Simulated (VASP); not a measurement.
# Se (Im-3m) in VASP: notebook

The runs below take Se through single point, with LDA.

All numbers are computed with VASP 6.6.1; they aren't measurements. Logs are shortened: lines on timing, memory, paths and dates and some standing lists are left out, and cuts for length are marked.

### 1 The cell of the first run

Symmetry: Im-3m, No. 229, cubic system. Conventional cell: a = 3.357 Å, b = 3.357 Å, c = 3.357 Å, α = 90.00°, β = 90.00°, γ = 90.00°. Within 3.8 Å of Se (site symmetry m-3m) lie 14 Se at 2.91 to 3.36 Å.

This isn't the form of Se at room conditions, which is trigonal, of chains.

### 2 Single point, LDA

Input file INCAR:

```
PREC = Accurate ; ENCUT = 520
EDIFF = 1E-7 ; ISMEAR = -1
SIGMA = 0.1 ; LREAL = F
LASPH = T ; NELM = 60
ALGO = Normal ; ISIF = 2
LWAVE = F ; LCHARG = F
NBANDS = 9
```

Input file KPOINTS:

```
regular mesh
0
Gamma
  13 13 13
```

Input file POSCAR:

```
Se
1.0
   -1.6784627611      1.6784627611      1.6784627611
    1.6784627611     -1.6784627611      1.6784627611
    1.6784627611      1.6784627611     -1.6784627611
Se
1
Direct
    0.0000000000      0.0000000000      0.0000000000
```

Potentials or basis: VASP PAW LDA potentials, release 64 (Se).

Launch:

```bash
$ cat potpaw_LDA.64/Se/POTCAR > POTCAR
$ mpirun -np 1 vasp_std > vasp.out
```

OUTCAR:

```text
PREC = Accurate
   ENCUT = 520
   EDIFF = 1E-7
   ISMEAR = -1
   LREAL = F
   LASPH = T
   NELM = 60
   ISIF = 2

 ion  position               nearest neighbor table
   1  0.000  0.000  0.000-

  LATTYP: Found a body centered cubic cell.
 ALAT       =     3.3569255222

  Lattice vectors:

 A1 = (  -1.6784627611,   1.6784627611,   1.6784627611)
 A2 = (   1.6784627611,  -1.6784627611,   1.6784627611)
 A3 = (   1.6784627611,   1.6784627611,  -1.6784627611)

Analysis of symmetry for initial positions (statically):
=====================================================================
 Subroutine PRICEL returns:
 Original cell was already a primitive cell.

 Routine SETGRP: Setting up the symmetry group for a
 body centered cubic supercell.

 Subroutine GETGRP returns: Found 48 space group operations
 (whereof 48 operations were pure point group operations)
 out of a pool of 48 trial point group operations.

The static configuration has the point symmetry O_h .

Analysis of symmetry for dynamics (positions and initial velocities):
=====================================================================
 Subroutine PRICEL returns:
 Original cell was already a primitive cell.

 Routine SETGRP: Setting up the symmetry group for a
 body centered cubic supercell.

 Subroutine GETGRP returns: Found 48 space group operations
 (whereof 48 operations were pure point group operations)
 out of a pool of 48 trial point group operations.

The dynamic configuration has the point symmetry O_h .

 Subroutine INISYM returns: Found 48 space group operations
 (whereof 48 operations are pure point group operations),
 and found     1 'primitive' translations

----------------------------------------------------------------------------------------

                                     Primitive cell

  volume of cell :      18.9145

  direct lattice vectors                    reciprocal lattice vectors
    -1.678462761  1.678462761  1.678462761     0.000000000  0.297891625  0.297891625
     1.678462761 -1.678462761  1.678462761     0.297891625  0.000000000  0.297891625
     1.678462761  1.678462761 -1.678462761     0.297891625  0.297891625  0.000000000

  length of vectors
     2.907182781  2.907182781  2.907182781     0.421282377  0.421282377  0.421282377

  position of ions in fractional coordinates (direct lattice)
     0.000000000  0.000000000  0.000000000

  ion indices of the primitive-cell ions
   primitive index   ion index
[... 76 lines left out ...]
   NSW    =      0    number of steps for IOM
   IBRION =     -1    ionic relax: 0-MD 1-quasi-New 2-CG
   NFREE  =      0    steps in history (QN), initial steepest desc. (CG)
   ISIF   =      2    stress and relaxation
   ISYM   =      2    0-nonsym 1-usesym 2-fastsym
   POTIM  = 0.5000    time-step for ionic-motion
   TEBEG  =    0.0;   TEEND  =   0.0 temperature during run
   PSTRESS=    0.0 pullay stress
   NELECT =       6.0000    total number of electrons
   NUPDOWN=      -1.0000    fix difference up-down
   EMIN   =  10.00;   EMAX   =-10.00  energy-range for DOS
   EFERMI =   0.00;   METHOD = LEGACY
   ISMEAR =    -1;   SIGMA  =   0.10  broadening in eV -4-tet -1-fermi 0-gaus
   EFERMI_NEDOS =   21; number of points for ismear=-14 and -15
   IALGO  =     38    algorithm
   IMIX   =      4    mixing-type and parameters
     AMIX     =   0.40;   BMIX     =  1.00
     AMIX_MAG =   1.60;   BMIX_MAG =  1.00
  volume/ion in A,a.u.               =      18.91       127.64
  Fermi-wavevector in a.u.,A,eV,Ry     =   1.116504  2.109886 16.960761  1.246581
  Thomas-Fermi vector in A             =   2.253118
   LORBIT       =      0    0 simple, 1 ext, 2 COOP (PROOUT), +10 PAW based schemes
   GGA     = CA    functional components
   LHFCALC =     F    Hartree Fock is set to
   AEXX    =    0.0000 exact exchange contribution
   IVDW    =     0    specifies the selected vdW correction
   LEPSILON=     F    determine dielectric tensor
   LRPA    =     F    only Hartree local field effects (RPA)
 non-spin polarized calculation
  energy-cutoff  :      520.00
  volume of cell :       18.91
 maximum number of plane-waves:       531
 NGX is ok and might be reduce to    24
   NGX = 11   NGY = 11   NGZ = 11

 number of electron       6.0000000 magnetization

 Free energy of the ion-electron system (eV)
  ---------------------------------------------------
  ext. energy  EPLUGINS =         0.00000000
  ---------------------------------------------------
  free energy    TOTEN  =        -3.73700109 eV

  energy without entropy =       -3.71731430  energy(sigma->0) =       -3.72715770

 E-fermi :   6.5142     XC(G=0): -11.0947

 val. band max:        6.4522265532   @ k =   0.2308   0.0769   0.0769
 cond. band min:       6.5156656330   @ k =   0.3846   0.1538   0.0769
 fundamental gap:      0.0634390797
 Fermi energy:         6.5141855450

 k-point     1 :       0.0000    0.0000    0.0000
  band No.  band energies     occupation
      1     -10.2765      2.00000
      2       9.8241      0.00000
      3       9.8241      0.00000
      4       9.8241      0.00000
      5      18.5364      0.00000
      6      19.1217      0.00000
      7      19.1217      0.00000
      8      19.1217      0.00000
      9      22.1801      0.00000
[... 265 lines left out ...]
 k-point    24 :       0.2308    0.0769    0.0769
  band No.  band energies     occupation
      1      -8.0044      2.00000
      2       2.5867      2.00000
      3       6.4522      1.30025
      4       7.9450      0.00000
      5      16.1996      0.00000
      6      16.6870      0.00000
      7      22.3208      0.00000
      8      22.6048      0.00000
      9      23.5238      0.00000

 [... further k-points ...]

------------------------ aborting loop because EDIFF is reached ----------------------------------------

  FORCE on cell =-STRESS in cart. coord.  units (eV):
  Direction    XX          YY          ZZ          XY          YZ          ZX
  --------------------------------------------------------------------------------------
  -------------------------------------------------------------------------------------
  Total        0.0206929      0.0206929      0.0206929      0.0000000      0.0000000      0.0000000
  in kB        1.7528148      1.7528148      1.7528148      0.0000000      0.0000000      0.0000000
  external PRESSURE =       1.7528148 kB  Pullay stress =       0.0000000 kB

 VOLUME and BASIS-vectors are now :
 -----------------------------------------------------------------------------
  energy-cutoff  :      520.00
  volume of cell :       18.91
      direct lattice vectors                 reciprocal lattice vectors
    -1.678462761  1.678462761  1.678462761     0.000000000  0.297891625  0.297891625
     1.678462761 -1.678462761  1.678462761     0.297891625  0.000000000  0.297891625
     1.678462761  1.678462761 -1.678462761     0.297891625  0.297891625  0.000000000

 POSITION                                       TOTAL-FORCE (eV/Angst)
 -----------------------------------------------------------------------------------
      0.00000      0.00000      0.00000        -0.000000      0.000000      0.000000
 -----------------------------------------------------------------------------------
    total drift:                                0.000000     -0.000000     -0.000000

  FREE ENERGIE OF THE ION-ELECTRON SYSTEM (eV)
  ---------------------------------------------------
  free  energy   TOTEN  =        -3.7370010931 eV

  energy  without entropy=       -3.7173143019  energy(sigma->0) =       -3.72715770
```

Run time: 17 s. Hardware: 1 thread of Intel Xeon 8259CL, shared host; peak memory 0.13 GiB.

Results:

```yaml
Free_energy: -3.7370 eV
Pressure: 0.2 GPa
Band_gap_on_the_k_mesh: zero (bands 3 and 4 overlap by 6.94 eV)
```

### 3 Single point, LDA (16.64 Å³/atom)

This run uses another cell than the first one, of 16.64 Å³/atom.

Input file INCAR:

```
ALGO     = Normal         # electronic algorithm
EDIFF    = 1E-6           # SCF threshold, eV
ENCUT    = 520            # plane-wave cutoff, eV
ISIF     = 2              # what is computed and relaxed
ISMEAR   = -1             # smearing method
LASPH    = True           # aspherical terms in the spheres
LCHARG   = False          # write CHGCAR
LREAL    = False          # projectors in reciprocal space
LWAVE    = False          # write WAVECAR
NBANDS   = 9              # bands
NELM     = 80             # most SCF steps
PREC     = Accurate       # precision mode
SIGMA    = 0.1            # smearing width, eV
```

Input file KPOINTS:

```
k-points
0
Gamma
  15 15 15
```

Input file POSCAR:

```
Se
1.0
   -1.6084439606      1.6084439606      1.6084439606
    1.6084439606     -1.6084439606      1.6084439606
    1.6084439606      1.6084439606     -1.6084439606
Se
1
Direct
    0.0000000000      0.0000000000      0.0000000000
```

Potentials or basis: VASP PAW LDA potentials, release 64 (Se).

Launch:

```bash
$ cat potpaw_LDA.64/Se/POTCAR > POTCAR
$ mpirun -np 1 vasp_std > vasp.out
```

It took 20 s on 1 thread of Intel Xeon 8259CL, shared host; peak memory 0.14 GiB.

The run converged. Its results:

* Free energy: -3.6168 eV
* Pressure: 16.1 GPa
* Band gap on the k mesh: zero (bands 3 and 4 overlap by 8.08 eV)

Levels at points of the mesh, in eV from the Fermi level:
```
           k point  band 1  band 2  band 3  band 4  band 5  band 6  band 7
(0.00, 0.00, 0.00)  -18.14    4.08    4.08    4.08   12.93   12.93   12.93
```

Caveat: the cell stands under pressure.

### 4 Single point, LDA (17.40 Å³/atom)

This run uses another cell than the first one, of 17.40 Å³/atom.

Input file INCAR:

```
PREC = Accurate
ENCUT = 520
EDIFF = 1E-6
ISMEAR = -1
SIGMA = 0.1
LREAL = F
LASPH = T
NELM = 60
ALGO = Normal
ISIF = 2
LWAVE = F
LCHARG = F
GGA = CA
NBANDS = 9
```

Input file KPOINTS:

```
regular mesh
0
Gamma
  15 15 15
```

Input file POSCAR:

```
Se
1.0
   -1.6324541267      1.6324541267      1.6324541267
    1.6324541267     -1.6324541267      1.6324541267
    1.6324541267      1.6324541267     -1.6324541267
Se
1
Direct
    0.0000000000      0.0000000000      0.0000000000
```

Launch:

```bash
$ cat potpaw_LDA.64/Se/POTCAR > POTCAR
$ mpirun -np 1 vasp_std > vasp.out
```

It took 25 s on 1 thread of Intel Xeon 8259CL, shared host; peak memory 0.14 GiB.

The run converged. Its results:

```
Free energy            : -3.6773 eV
Pressure               : 9.7 GPa
Band gap on the k mesh : zero (bands 3 and 4 overlap by 7.60 eV)
```

Levels at points of the mesh, in eV from the Fermi level:
```tsv
k point	band 1	band 2	band 3	band 4	band 5	band 6	band 7	band 8
(0.00, 0.00, 0.00)	-17.64	3.80	3.80	3.80	12.82	12.82	12.82	13.34
```

Caveat: the cell stands under pressure.

### 5 The runs side by side

```tsv
cell	k mesh	gap on the mesh (eV)	pressure (GPa)
a = 2.907 Å, angles 109.5°, 1 atom	13 × 13 × 13	none	0.2
a = 2.786 Å, angles 109.5°, 1 atom	15 × 15 × 15	none	16.1
a = 2.827 Å, angles 109.5°, 1 atom	15 × 15 × 15	none	9.7
```

Alike in all rows: task single point; level LDA; potentials or basis VASP PAW LDA potentials, release 64 (Se); no spin polarisation; cutoff (eV) 520; smearing fermi-dirac 0.1 eV.

Caveats: the cell stands under pressure (at least some runs).

Total energies depend on the potentials used, so only differences within one code and one set of settings carry meaning.
